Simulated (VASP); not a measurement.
# Pt (Fm-3m) in VASP: relaxation of cell and atoms with r2SCAN

Aim: the relaxation of cell and atoms of Pt with r2SCAN.

Everything below comes from runs of VASP 6.6.1. Logs are shortened: lines on timing, memory, paths and dates and some standing lists are left out, and cuts for length are marked.

### Step 1. The cell of the first run

It takes space group Fm-3m (No. 225, cubic). Conventional cell: a = 3.940 Å, b = 3.940 Å, c = 3.940 Å, α = 90.00°, β = 90.00°, γ = 90.00°. Pt (site symmetry m-3m) has 12 Pt at 2.79 Å within 3.7 Å.

### Step 2. Relaxation of cell and atoms, r2SCAN

File POSCAR:

```
Pt
1.0
    0.0000000000      1.9700946808      1.9700946808
    1.9700946808      0.0000000000      1.9700946808
    1.9700946808      1.9700946808      0.0000000000
Pt
1
Direct
    0.0000000000      0.0000000000      0.0000000000
```

File INCAR.step1:

```
PREC = Accurate ; ENCUT = 600
ISMEAR = -1 ; SIGMA = 0.15
LREAL = F ; LASPH = T
NELM = 100 ; GGA = PE
ALGO = Normal ; EDIFF = 1E-4
LWAVE = T ; LCHARG = F
```

File INCAR.step2:

```
PREC = Accurate ; ENCUT = 600
EDIFF = 1E-6 ; ISMEAR = -1
SIGMA = 0.15 ; LREAL = F
LASPH = T ; NELM = 100
ALGO = Normal ; ISIF = 3
LWAVE = F ; LCHARG = F
METAGGA = R2SCAN ; LMIXTAU = T
IBRION = 2 ; NSW = 80
EDIFFG = -0.001 ; ISTART = 1
```

File KPOINTS:

```
Automatic mesh
0
Gamma
  20 20 20
```

Potentials or basis: VASP PAW PBE potentials, release 64 (Pt).

On the command line:

```
$ cat potpaw_PBE.64/Pt/POTCAR > POTCAR
$ cp INCAR.step1 INCAR
$ mpirun -np 1 vasp_std > vasp.out
$ cp INCAR.step2 INCAR
$ mpirun -np 1 vasp_std > vasp.out
```

OUTCAR:

```text
PREC = Accurate
   ENCUT = 600
   EDIFF = 1E-6
   ISMEAR = -1
   LREAL = F
   LASPH = T
   NELM = 100
   ISIF = 3
   METAGGA = R2SCAN
   IBRION = 2
   NSW = 80
   EDIFFG = -0.001
   ISTART = 1

 ion  position               nearest neighbor table
   1  0.000  0.000  0.000-

  LATTYP: Found a face centered cubic cell.
 ALAT       =     3.9401893616

  Lattice vectors:

 A1 = (   0.0000000000,   1.9700946808,   1.9700946808)
 A2 = (   1.9700946808,   0.0000000000,   1.9700946808)
 A3 = (   1.9700946808,   1.9700946808,   0.0000000000)

Analysis of symmetry for initial positions (statically):
=====================================================================
 Subroutine PRICEL returns:
 Original cell was already a primitive cell.

 Routine SETGRP: Setting up the symmetry group for a
 face centered cubic supercell.

 Subroutine GETGRP returns: Found 48 space group operations
 (whereof 48 operations were pure point group operations)
 out of a pool of 48 trial point group operations.

The static configuration has the point symmetry O_h .

Analysis of symmetry for dynamics (positions and initial velocities):
=====================================================================
 Subroutine PRICEL returns:
 Original cell was already a primitive cell.

 Routine SETGRP: Setting up the symmetry group for a
 face centered cubic supercell.

 Subroutine GETGRP returns: Found 48 space group operations
 (whereof 48 operations were pure point group operations)
 out of a pool of 48 trial point group operations.

The dynamic configuration has the point symmetry O_h .

 Subroutine INISYM returns: Found 48 space group operations
 (whereof 48 operations are pure point group operations),
 and found     1 'primitive' translations

----------------------------------------------------------------------------------------

                                     Primitive cell

  volume of cell :      15.2930

  direct lattice vectors                    reciprocal lattice vectors
     0.000000000  1.970094681  1.970094681    -0.253794909  0.253794909  0.253794909
     1.970094681  0.000000000  1.970094681     0.253794909 -0.253794909  0.253794909
     1.970094681  1.970094681  0.000000000     0.253794909  0.253794909 -0.253794909

  length of vectors
     2.786134617  2.786134617  2.786134617     0.439585677  0.439585677  0.439585677

  position of ions in fractional coordinates (direct lattice)
     0.000000000  0.000000000  0.000000000

  ion indices of the primitive-cell ions
   primitive index   ion index
                 1           1

----------------------------------------------------------------------------------------

 KPOINTS: Automatic mesh

Automatic generation of k-mesh.
 Grid dimensions read from file:
 generate k-points for:   20   20   20

 Generating k-lattice:

  Cartesian coordinates                     Fractional coordinates (reciprocal lattice)
    -0.012689745  0.012689745  0.012689745     0.050000000  0.000000000  0.000000000
     0.012689745 -0.012689745  0.012689745     0.000000000  0.050000000  0.000000000
     0.012689745  0.012689745 -0.012689745     0.000000000  0.000000000  0.050000000

  Length of vectors
     0.021979284  0.021979284  0.021979284

  Shift w.r.t. Gamma in fractional coordinates (k-lattice)
     0.000000000  0.000000000  0.000000000

 Subroutine IBZKPT returns following result:
 ===========================================

 Found    256 irreducible k-points:

 Following reciprocal coordinates:
            Coordinates               Weight
  0.000000  0.000000  0.000000      1.000000
  0.050000  0.000000  0.000000      8.000000
  0.100000  0.000000  0.000000      8.000000
  0.150000  0.000000  0.000000      8.000000
  0.200000  0.000000  0.000000      8.000000
  0.250000  0.000000  0.000000      8.000000
[... 16 lines left out ...]
 -0.400000  0.050000  0.000000     24.000000
 -0.350000  0.050000  0.000000     24.000000
 [... further k-points ...]
   k-points           NKPTS =    256   k-points in BZ     NKDIM =    256   number of bands    NBANDS=      9
   number of dos      NEDOS =    301   number of ions     NIONS =      1
   total plane-waves  NPLWV =  13824
   dimension x,y,z NGX =    24 NGY =   24 NGZ =   24
   dimension x,y,z NGXF=    48 NGYF=   48 NGZF=   48
   ions per type =               1
   NGX,Y,Z   is equivalent  to a cutoff of  14.32, 14.32, 14.32 a.u.
   NGXF,Y,Z  is equivalent  to a cutoff of  28.64, 28.64, 28.64 a.u.
 SYSTEM =  unknown system
   PREC   = accura    normal or accurate (medium, high low for compatibility)
   ISTART =      1    job   : 0-new  1-cont  2-samecut
   ICHARG =      0    charge: 1-file 2-atom 10-const
   ISPIN  =      1    spin polarized calculation?
   LNONCOLLINEAR =      F non collinear calculations
   LSORBIT =      F    spin-orbit coupling
   LASPH  =      T    aspherical Exc in radial PAW
   ENCUT  =  600.0 eV  44.10 Ry    6.64 a.u.   5.56  5.56  5.56*2*pi/ulx,y,z
   NELM   =    100;   NELMIN=  2; NELMDL=  0     # of ELM steps
   EDIFF  = 0.1E-05   stopping-criterion for ELM
   LREAL  =      F    real-space projection
   EDIFFG = -.1E-02   stopping-criterion for IOM
   NSW    =     80    number of steps for IOM
   IBRION =      2    ionic relax: 0-MD 1-quasi-New 2-CG
   NFREE  =      1    steps in history (QN), initial steepest desc. (CG)
   ISIF   =      3    stress and relaxation
   ISYM   =      2    0-nonsym 1-usesym 2-fastsym
   POTIM  = 0.5000    time-step for ionic-motion
   TEBEG  =    0.0;   TEEND  =   0.0 temperature during run
   PSTRESS=    0.0 pullay stress
   NELECT =      10.0000    total number of electrons
   NUPDOWN=      -1.0000    fix difference up-down
   EMIN   =  10.00;   EMAX   =-10.00  energy-range for DOS
   EFERMI =   0.00;   METHOD = LEGACY
   ISMEAR =    -1;   SIGMA  =   0.15  broadening in eV -4-tet -1-fermi 0-gaus
   EFERMI_NEDOS =   21; number of points for ismear=-14 and -15
   IALGO  =     38    algorithm
   IMIX   =      4    mixing-type and parameters
     AMIX     =   0.40;   BMIX     =  1.00
     AMIX_MAG =   1.60;   BMIX_MAG =  1.00
  volume/ion in A,a.u.               =      15.29       103.20
  Fermi-wavevector in a.u.,A,eV,Ry     =   1.420947  2.685200 27.471374  2.019089
  Thomas-Fermi vector in A             =   2.541808
   LORBIT       =      0    0 simple, 1 ext, 2 COOP (PROOUT), +10 PAW based schemes
   METAGGA = R2SCAN    functional components
   LHFCALC =     F    Hartree Fock is set to
   AEXX    =    0.0000 exact exchange contribution
   IVDW    =     0    specifies the selected vdW correction
   LEPSILON=     F    determine dielectric tensor
   LRPA    =     F    only Hartree local field effects (RPA)
 conjugate gradient relaxation of ions
 non-spin polarized calculation
  energy-cutoff  :      600.00
  volume of cell :       15.29
 maximum number of plane-waves:       532
   NGX = 11   NGY = 11   NGZ = 11

--------------------------------------- Ionic step        1  -------------------------------------------

 number of electron      10.0000001 magnetization

 Free energy of the ion-electron system (eV)
  ---------------------------------------------------
  ext. energy  EPLUGINS =         0.00000000
  ---------------------------------------------------
  free energy    TOTEN  =       -51.55926918 eV

  energy without entropy =      -51.45282580  energy(sigma->0) =      -51.50604749

------------------------ aborting loop because EDIFF is reached ----------------------------------------

  FORCE on cell =-STRESS in cart. coord.  units (eV):
  Direction    XX          YY          ZZ          XY          YZ          ZX
  --------------------------------------------------------------------------------------
  -------------------------------------------------------------------------------------
  Total        0.1428625      0.1428625      0.1428625      0.0000000      0.0000000      0.0000000
  in kB       14.9671009     14.9671009     14.9671009      0.0000000      0.0000000      0.0000000
  external PRESSURE =      14.9671009 kB  Pullay stress =       0.0000000 kB

 VOLUME and BASIS-vectors are now :
 -----------------------------------------------------------------------------
  energy-cutoff  :      600.00
  volume of cell :       15.29
      direct lattice vectors                 reciprocal lattice vectors
     0.000000000  1.970094681  1.970094681    -0.253794909  0.253794909  0.253794909
     1.970094681  0.000000000  1.970094681     0.253794909 -0.253794909  0.253794909
     1.970094681  1.970094681  0.000000000     0.253794909  0.253794909 -0.253794909
[... 36 lines left out ...]
 POSITION                                       TOTAL-FORCE (eV/Angst)
 -----------------------------------------------------------------------------------
      0.00000      1.98367      1.98367         0.000000     -0.000000      0.000000
 -----------------------------------------------------------------------------------
    total drift:                               -0.000000     -0.000000      0.000000

  FREE ENERGIE OF THE ION-ELECTRON SYSTEM (eV)
  ---------------------------------------------------
  free  energy   TOTEN  =       -51.5566872785 eV

  energy  without entropy=      -51.4477705601  energy(sigma->0) =      -51.50222892

--------------------------------------- Ionic step        3  -------------------------------------------

 number of electron      10.0000001 magnetization

 Free energy of the ion-electron system (eV)
  ---------------------------------------------------
  ext. energy  EPLUGINS =         0.00000000
  ---------------------------------------------------
  free energy    TOTEN  =       -51.55964116 eV

  energy without entropy =      -51.45255348  energy(sigma->0) =      -51.50609732

 E-fermi :  10.6710     XC(G=0): -14.4984

 val. band max:       10.6669567745   @ k =  -0.4000   0.3500   0.1000
 cond. band min:      10.6715881564   @ k =   0.5000   0.0000   0.0000
 fundamental gap:      0.0046313819
 Fermi energy:        10.6709980020

 k-point     1 :       0.0000    0.0000    0.0000
  band No.  band energies     occupation
      1       0.3755      2.00000
      2       6.8542      2.00000
      3       6.8542      2.00000
      4       6.8542      2.00000
      5       8.9510      1.99998
      6       8.9510      1.99998
      7      26.1826      0.00000
      8      31.2383      0.00000
      9      31.2383      0.00000

 k-point     2 :       0.0500    0.0000    0.0000
  band No.  band energies     occupation
      1       0.4788      2.00000
      2       6.8086      2.00000
      3       6.8953      2.00000
      4       6.8953      2.00000
      5       8.9285      1.99998
      6       8.9285      1.99998
      7      26.3399      0.00000
      8      30.6845      0.00000
      9      31.3924      0.00000
[... 253 lines left out ...]
 k-point    24 :      -0.3500    0.0500    0.0000
  band No.  band energies     occupation
      1       3.3162      2.00000
      2       6.9036      2.00000
      3       6.9885      2.00000
      4       7.8911      2.00000
      5       9.8504      1.99162
      6      10.5169      1.47276
      7      20.1286      0.00000
      8      26.7020      0.00000
      9      30.9826      0.00000

 [... further k-points ...]

------------------------ aborting loop because EDIFF is reached ----------------------------------------

  FORCE on cell =-STRESS in cart. coord.  units (eV):
  Direction    XX          YY          ZZ          XY          YZ          ZX
  --------------------------------------------------------------------------------------
  -------------------------------------------------------------------------------------
  Total        0.0005889      0.0005889      0.0005889      0.0000000      0.0000000     -0.0000000
  in kB        0.0613701      0.0613701      0.0613701      0.0000000      0.0000000     -0.0000000
  external PRESSURE =       0.0613701 kB  Pullay stress =       0.0000000 kB

 VOLUME and BASIS-vectors are now :
 -----------------------------------------------------------------------------
  energy-cutoff  :      600.00
  volume of cell :       15.38
      direct lattice vectors                 reciprocal lattice vectors
     0.000000000  1.973631503  1.973631503    -0.253340099  0.253340099  0.253340099
     1.973631503  0.000000000  1.973631503     0.253340099 -0.253340099  0.253340099
     1.973631503  1.973631503  0.000000000     0.253340099  0.253340099 -0.253340099

 POSITION                                       TOTAL-FORCE (eV/Angst)
 -----------------------------------------------------------------------------------
      0.00000      0.00000      0.00000        -0.000000     -0.000000      0.000000
 -----------------------------------------------------------------------------------
    total drift:                               -0.000000     -0.000000     -0.000000

  FREE ENERGIE OF THE ION-ELECTRON SYSTEM (eV)
  ---------------------------------------------------
  free  energy   TOTEN  =       -51.5596411589 eV

  energy  without entropy=      -51.4525534767  energy(sigma->0) =      -51.50609732

 reached required accuracy - stopping structural energy minimisation
```

Run time: 5.5 min. Hardware: 1 thread of Intel Xeon 8259CL, shared host; peak memory 0.19 GiB.

Results:

| Quantity | Value |
| --- | --- |
| Free energy | -51.5596 eV |
| Relaxed volume | 15.38 Å³/atom |
| Relaxed cell | a = 2.791 Å, b = 2.791 Å, c = 2.791 Å, α = 60.00°, β = 60.00°, γ = 60.00° |
| Space group after relaxing (to 0.1 Å) | Fm-3m (No. 225) |
| Energy gained by relaxing | 0.4 meV/atom |
| Ionic steps | 3 |
| Pressure after relaxing | 0.0 GPa |
| Band gap on the k mesh | zero (bands 5 and 6 overlap by 2.31 eV) |

The path:
| step | energy change (eV) | largest force (eV/Å) | pressure (GPa) | volume (Å³) |
| --- | --- | --- | --- | --- |
| 1 | 0.0000 | 0.0000 | 1.50 | 15.29 |
| 2 | 0.0026 | 0.0000 | -3.92 | 15.61 |
| 3 | -0.0004 | 0.0000 | 0.01 | 15.38 |

Final structure:
```
Pt
1.0
     0.00000    1.97363    1.97363
     1.97363    0.00000    1.97363
     1.97363    1.97363    0.00000
Pt
1
Direct
  0.00000 0.00000 0.00000
```

Caveat: the PAW data sets were made with another functional, which shifts forces and pressure a little; spin-orbit coupling is left out, which moves the levels of the heavy elements. Zero-point motion and thermal expansion aren't in these numbers.
